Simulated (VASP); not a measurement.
# AlCo (NiAs type) (P6_3/mmc) in VASP: relaxation of cell and atoms with PBE

Aim: the relaxation of cell and atoms of AlCo (NiAs type) with PBE.

All numbers are computed with VASP 6.6.1; they aren't measurements. Logs are shortened: lines on timing, memory, paths and dates and some standing lists are left out, and cuts for length are marked.

### Step 1. The cell of the first run

It takes space group P6_3/mmc (No. 194, hexagonal). Conventional cell: a = 3.448 Å, b = 3.448 Å, c = 5.344 Å, α = 90.00°, β = 90.00°, γ = 120.00°. Within 3.2 Å of Co (site symmetry -3m) lie 6 Al at 2.40 Å and 2 Co at 2.67 Å. Within 3.2 Å of Al (site symmetry -6m2) lie 6 Co at 2.40 Å.

### Step 2. Relaxation of cell and atoms, PBE, target pressure 0.03 GPa, at which the enthalpy is minimised

Input file INCAR:

```
PREC = Accurate ; ENCUT = 600
EDIFF = 1E-6 ; ISMEAR = -1
SIGMA = 0.1 ; LREAL = F
LASPH = T ; NELM = 80
ALGO = Normal ; ISIF = 3
LWAVE = F ; LCHARG = F
GGA = PE ; IBRION = 2
NSW = 60 ; EDIFFG = -0.005
PSTRESS = 0.3
```

Input file KPOINTS:

```
regular mesh
0
Gamma
  10 10 6
```

Input file POSCAR:

```
AlCo
1.0
    3.4478588188      0.0000000000      0.0000000000
   -1.7239294094      2.9859333258      0.0000000000
    0.0000000000      0.0000000000      5.3441811692
Co Al
2 2
Direct
    0.0000000000      0.0000000000      0.0000000000
    0.0000000000      0.0000000000      0.5000000000
    0.3333333333      0.6666666667      0.2500000000
    0.6666666667      0.3333333333      0.7500000000
```

Potentials or basis: VASP PAW PBE potentials, release 64 (Co, Al).

The run is started by

```
$ cat potpaw_PBE.64/Co/POTCAR potpaw_PBE.64/Al/POTCAR > POTCAR
$ mpirun -np 1 vasp_std > vasp.out
```

OUTCAR:

```text
PREC = Accurate
   ENCUT = 600
   EDIFF = 1E-6
   ISMEAR = -1
   LREAL = F
   LASPH = T
   NELM = 80
   ISIF = 3
   GGA = PE
   IBRION = 2
   NSW = 60
   EDIFFG = -0.005
   PSTRESS = 0.3

 ion  position               nearest neighbor table
   1  0.000  0.000  0.000-   3 2.40   4 2.40   4 2.40   3 2.40   4 2.40   3 2.40   2 2.67   2 2.67

   2  0.000  0.000  0.500-   3 2.40   4 2.40   4 2.40   3 2.40   4 2.40   3 2.40   1 2.67   1 2.67

   3  0.333  0.667  0.250-   1 2.40   2 2.40   1 2.40   2 2.40   1 2.40   2 2.40   4 3.33   4 3.33
                             4 3.33   4 3.33   4 3.33   4 3.33
   4  0.667  0.333  0.750-   1 2.40   2 2.40   1 2.40   2 2.40   1 2.40   2 2.40   3 3.33   3 3.33
                             3 3.33   3 3.33   3 3.33   3 3.33

  LATTYP: Found a hexagonal cell.
 ALAT       =     3.4478588188
 C/A-ratio  =     1.5500000000

  Lattice vectors:

 A1 = (   3.4478588188,   0.0000000000,   0.0000000000)
 A2 = (  -1.7239294094,   2.9859333258,   0.0000000000)
 A3 = (   0.0000000000,   0.0000000000,   5.3441811692)

Analysis of symmetry for initial positions (statically):
=====================================================================
 Subroutine PRICEL returns:
 Original cell was already a primitive cell.

 Routine SETGRP: Setting up the symmetry group for a
 hexagonal supercell.

 Subroutine GETGRP returns: Found 24 space group operations
 (whereof 12 operations were pure point group operations)
 out of a pool of 24 trial point group operations.

The static configuration has the point symmetry D_3d.
 The point group associated with its full space group is D_6h.

Analysis of symmetry for dynamics (positions and initial velocities):
=====================================================================
 Subroutine PRICEL returns:
 Original cell was already a primitive cell.

 Routine SETGRP: Setting up the symmetry group for a
 hexagonal supercell.

 Subroutine GETGRP returns: Found 24 space group operations
 (whereof 12 operations were pure point group operations)
 out of a pool of 24 trial point group operations.

The dynamic configuration has the point symmetry D_3d.
 The point group associated with its full space group is D_6h.

 Subroutine INISYM returns: Found 24 space group operations
 (whereof 12 operations are pure point group operations),
 and found     1 'primitive' translations

----------------------------------------------------------------------------------------

                                     Primitive cell

  volume of cell :      55.0188

  direct lattice vectors                    reciprocal lattice vectors
     3.447858819  0.000000000  0.000000000     0.290035078  0.167451830  0.000000000
    -1.723929409  2.985933326  0.000000000     0.000000000  0.334903660  0.000000000
     0.000000000  0.000000000  5.344181169     0.000000000  0.000000000  0.187119405

  length of vectors
     3.447858819  3.447858819  5.344181169     0.334903660  0.334903660  0.187119405

  position of ions in fractional coordinates (direct lattice)
     0.000000000  0.000000000  0.000000000
     0.000000000  0.000000000  0.500000000
     0.333333333  0.666666667  0.250000000
     0.666666667  0.333333333  0.750000000

  ion indices of the primitive-cell ions
   primitive index   ion index
                 1           1
                 2           2
                 3           3
                 4           4

----------------------------------------------------------------------------------------

 KPOINTS: regular mesh

Automatic generation of k-mesh.
 Grid dimensions read from file:
 generate k-points for:   10   10    6

 Generating k-lattice:

  Cartesian coordinates                     Fractional coordinates (reciprocal lattice)
     0.029003508  0.016745183  0.000000000     0.100000000  0.000000000  0.000000000
     0.000000000  0.033490366  0.000000000     0.000000000  0.100000000  0.000000000
     0.000000000  0.000000000  0.031186567     0.000000000  0.000000000  0.166666667

  Length of vectors
     0.033490366  0.033490366  0.031186567

  Shift w.r.t. Gamma in fractional coordinates (k-lattice)
     0.000000000  0.000000000  0.000000000

 Subroutine IBZKPT returns following result:
 ===========================================

 Found     56 irreducible k-points:

 Following reciprocal coordinates:
            Coordinates               Weight
  0.000000  0.000000  0.000000      1.000000
  0.100000  0.000000  0.000000      6.000000
  0.200000  0.000000  0.000000      6.000000
  0.300000 -0.000000  0.000000      6.000000
  0.400000 -0.000000  0.000000      6.000000
  0.500000  0.000000  0.000000      3.000000
[... 16 lines left out ...]
  0.300000  0.100000  0.166667     24.000000
  0.400000  0.100000  0.166667     24.000000
 [... further k-points ...]
   k-points           NKPTS =     56   k-points in BZ     NKDIM =     56   number of bands    NBANDS=     16
   number of dos      NEDOS =    301   number of ions     NIONS =      4
   total plane-waves  NPLWV =  37632
   dimension x,y,z NGX =    28 NGY =   28 NGZ =   48
   dimension x,y,z NGXF=    56 NGYF=   56 NGZF=   96
   ions per type =               2   2
   NGX,Y,Z   is equivalent  to a cutoff of  13.50, 13.50, 14.93 a.u.
   NGXF,Y,Z  is equivalent  to a cutoff of  27.00, 27.00, 29.86 a.u.
 SYSTEM =  unknown system
   PREC   = accura    normal or accurate (medium, high low for compatibility)
   ISTART =      0    job   : 0-new  1-cont  2-samecut
   ICHARG =      2    charge: 1-file 2-atom 10-const
   ISPIN  =      1    spin polarized calculation?
   LNONCOLLINEAR =      F non collinear calculations
   LSORBIT =      F    spin-orbit coupling
   LASPH  =      T    aspherical Exc in radial PAW
   ENCUT  =  600.0 eV  44.10 Ry    6.64 a.u.   6.89  6.89 10.67*2*pi/ulx,y,z
   NELM   =     80;   NELMIN=  2; NELMDL= -5     # of ELM steps
   EDIFF  = 0.1E-05   stopping-criterion for ELM
   LREAL  =      F    real-space projection
   EDIFFG = -.5E-02   stopping-criterion for IOM
   NSW    =     60    number of steps for IOM
   IBRION =      2    ionic relax: 0-MD 1-quasi-New 2-CG
   NFREE  =      1    steps in history (QN), initial steepest desc. (CG)
   ISIF   =      3    stress and relaxation
   ISYM   =      2    0-nonsym 1-usesym 2-fastsym
   POTIM  = 0.5000    time-step for ionic-motion
   TEBEG  =    0.0;   TEEND  =   0.0 temperature during run
   PSTRESS=    0.3 pullay stress
   NELECT =      24.0000    total number of electrons
   NUPDOWN=      -1.0000    fix difference up-down
   EMIN   =  10.00;   EMAX   =-10.00  energy-range for DOS
   EFERMI =   0.00;   METHOD = LEGACY
   ISMEAR =    -1;   SIGMA  =   0.10  broadening in eV -4-tet -1-fermi 0-gaus
   EFERMI_NEDOS =   21; number of points for ismear=-14 and -15
   IALGO  =     38    algorithm
   IMIX   =      4    mixing-type and parameters
     AMIX     =   0.40;   BMIX     =  1.00
     AMIX_MAG =   1.60;   BMIX_MAG =  1.00
  volume/ion in A,a.u.               =      13.75        92.82
  Fermi-wavevector in a.u.,A,eV,Ry     =   1.241581  2.346248 20.973693  1.541523
  Thomas-Fermi vector in A             =   2.375972
   LORBIT       =      0    0 simple, 1 ext, 2 COOP (PROOUT), +10 PAW based schemes
   GGA     = PE    functional components
   LHFCALC =     F    Hartree Fock is set to
   AEXX    =    0.0000 exact exchange contribution
   IVDW    =     0    specifies the selected vdW correction
   LEPSILON=     F    determine dielectric tensor
   LRPA    =     F    only Hartree local field effects (RPA)
 conjugate gradient relaxation of ions
 non-spin polarized calculation
  energy-cutoff  :      600.00
  volume of cell :       55.02
 maximum number of plane-waves:      1858
 NGX is ok and might be reduce to    28
   NGX = 13   NGY = 13   NGZ = 21

--------------------------------------- Ionic step        1  -------------------------------------------

 number of electron      23.9999995 magnetization

 Free energy of the ion-electron system (eV)
  ---------------------------------------------------
  ext. energy  EPLUGINS =         0.00000000
  ---------------------------------------------------
  free energy    TOTEN  =       -21.69786726 eV

  energy without entropy =      -21.54831404  energy(sigma->0) =      -21.62309065

------------------------ aborting loop because EDIFF is reached ----------------------------------------

  FORCE on cell =-STRESS in cart. coord.  units (eV):
  Direction    XX          YY          ZZ          XY          YZ          ZX
  --------------------------------------------------------------------------------------
  -------------------------------------------------------------------------------------
  Total       -0.2709386     -0.2709386      1.1585656      0.0000000     -0.0000000      0.0000000
  in kB       -7.8898856     -7.8898856     33.7380866      0.0000000     -0.0000000      0.0000000
  external PRESSURE =       5.6861051 kB  Pullay stress =       0.3000000 kB
[... 103 lines left out ...]
  energy  without entropy=      -21.6125047836  energy(sigma->0) =      -21.67711895

  enthalpy is  TOTEN    =       -21.7311534662 eV   P V=        0.0105796442

 E-fermi :  10.1534     XC(G=0): -12.1779

 val. band max:       10.1480124918   @ k =   0.3000   0.1000   0.0000
 cond. band min:      10.1611866954   @ k =   0.1000   0.0000   0.1667
 fundamental gap:      0.0131742036
 Fermi energy:        10.1534396974

 k-point     1 :       0.0000    0.0000    0.0000
  band No.  band energies     occupation
      1      -0.7807      2.00000
      2       1.0893      2.00000
      3       3.0606      2.00000
      4       6.8201      2.00000
      5       8.4248      2.00000
      6       8.7655      2.00000
[... 433 lines left out ...]
      3       6.5519      2.00000
      4       6.6741      2.00000
      5       7.5373      2.00000
      6       7.5632      2.00000
[... 8 lines left out ...]
     15      12.8896      0.00000
     16      14.3668      0.00000

 [... further k-points ...]

[... ionic steps 4 to 17 ...]

--------------------------------------- Ionic step       18  -------------------------------------------

 number of electron      24.0000018 magnetization

------------------------ aborting loop because EDIFF is reached ----------------------------------------
[... 75 lines left out ...]
--------------------------------------- Ionic step       20  -------------------------------------------

 number of electron      24.0000018 magnetization

 Free energy of the ion-electron system (eV)
  ---------------------------------------------------
  ext. energy  EPLUGINS =         0.00000000
  ---------------------------------------------------
  free energy    TOTEN  =       -22.89378287 eV

  energy without entropy =      -22.76166009  energy(sigma->0) =      -22.82772148

 E-fermi :   9.6639     XC(G=0): -11.9995

 val. band max:        9.6551821605   @ k =   0.3000   0.1000   0.0000
 cond. band min:       9.6702129813   @ k =   0.3000   0.1000   0.3333
 fundamental gap:      0.0150308208
 Fermi energy:         9.6638572536

 k-point     1 :       0.0000    0.0000    0.0000
  band No.  band energies     occupation
      1      -1.0112      2.00000
      2       0.8097      2.00000
      3       2.7746      2.00000
      4       6.5053      2.00000
      5       8.0424      2.00000
      6       8.3507      2.00000
[... 433 lines left out ...]
      3       6.1794      2.00000
      4       6.3261      2.00000
      5       7.1411      2.00000
      6       7.2169      2.00000
[... 8 lines left out ...]
     15      12.2947      0.00000
     16      13.7113      0.00000

 [... further k-points ...]

------------------------ aborting loop because EDIFF is reached ----------------------------------------

  FORCE on cell =-STRESS in cart. coord.  units (eV):
  Direction    XX          YY          ZZ          XY          YZ          ZX
  --------------------------------------------------------------------------------------
  -------------------------------------------------------------------------------------
  Total        0.0194836      0.0194836      0.0223460      0.0000000      0.0000000      0.0000000
  in kB        0.6386064      0.6386064      0.7324245      0.0000000      0.0000000      0.0000000
  external PRESSURE =       0.3698791 kB  Pullay stress =       0.3000000 kB
[... 23 lines left out ...]
  energy  without entropy=      -22.7616600895  energy(sigma->0) =      -22.82772148

  enthalpy is  TOTEN    =       -22.8846299906 eV   P V=        0.0091528791

 reached required accuracy - stopping structural energy minimisation
```

Run time: 9.6 min. Hardware: 1 thread of AMD EPYC 9R45 (Zen 5), shared host; peak memory 0.21 GiB.

Results:

* Free energy: -22.8938 eV
* Relaxed volume: 12.22 Å³/atom
* Relaxed cell: a = 2.731 Å, b = 2.731 Å, c = 7.565 Å, α = 90.00°, β = 90.00°, γ = 120.00°
* Space group after relaxing (to 0.1 Å): P6_3/mmc (No. 194)
* Energy change on relaxing (the run minimises the enthalpy): -299.0 meV/atom
* Ionic steps: 20
* Pressure after relaxing: 0.1 GPa
* Band gap on the k mesh: zero (bands 12 and 13 overlap by 1.28 eV)

Step by step:
```
step  energy change (eV)  largest force (eV/Å)  pressure (GPa)  volume (Å³)
   1              0.0000                0.0000            0.60        55.02
   2             -0.0160                0.0000           -0.99        55.40
   3             -0.0439                0.0000           -4.44        56.50
   4             -0.0488                0.0000           -4.54        56.46
   5             -0.0630                0.0000           -4.52        56.33
   6             -0.0891                0.0000           -4.55        56.04
   7             -0.1337                0.0000           -4.32        55.38
   8             -0.3541                0.0000           -3.43        53.76
   9             -1.0664                0.0000            1.08        49.46
  10              4.2457                0.0000           90.22        37.77
  11             -1.1383                0.0000            2.68        48.60
  12             -1.1277                0.0000            8.31        46.53
  13             -1.1680                0.0000            5.67        47.36
  14             -1.1613                0.0000            6.50        47.11
  15             -1.1707                0.0000           -4.82        50.45
  16             -1.1954                0.0000            0.10        48.86
  17             -1.1954                0.0000           -0.06        48.89
  18             -1.1958                0.0000           -0.04        48.92
  19             -1.1959                0.0000           -0.06        48.93
  20             -1.1959                0.0000            0.07        48.88
```

Final structure:
```
CELL_PARAMETERS angstrom
2.73143 0.00000 0.00000
-1.36572 2.36549 0.00000
0.00000 0.00000 7.56547
ATOMIC_POSITIONS crystal
Co 0.00000 0.00000 0.00000
Co 0.00000 0.00000 0.50000
Al 0.33333 0.66667 0.25000
Al 0.66667 0.33333 0.75000
```

Levels at points of the mesh, in eV from the Fermi level:
```
           k point  band 8  band 9  band 10  band 11  band 12  band 13  band 14  band 15  band 16
(0.00, 0.00, 0.00)   -1.30   -1.30    -1.03    -0.64    -0.64    -0.53    -0.53     3.97    10.55
(0.50, 0.00, 0.00)   -1.11   -1.07    -0.89    -0.79     0.11     0.11     1.26     2.34     3.44
(0.00, 0.00, 0.50)   -1.31   -1.31    -1.31    -0.59    -0.59    -0.59    -0.59     7.00     7.00
(0.50, 0.00, 0.50)   -1.78   -0.98    -0.98     0.11     0.11     0.34     0.34     3.78     3.78
```

Caveat: the cell is relaxed towards a set pressure, so the run minimises the enthalpy, not the energy; a cell axis changed by over 15 % at a fixed basis, so the end point is rough; the run has no spin polarisation, though such a crystal can be magnetic. Spin polarisation is off, so any magnetic state and its effect on volume and gap are missing.
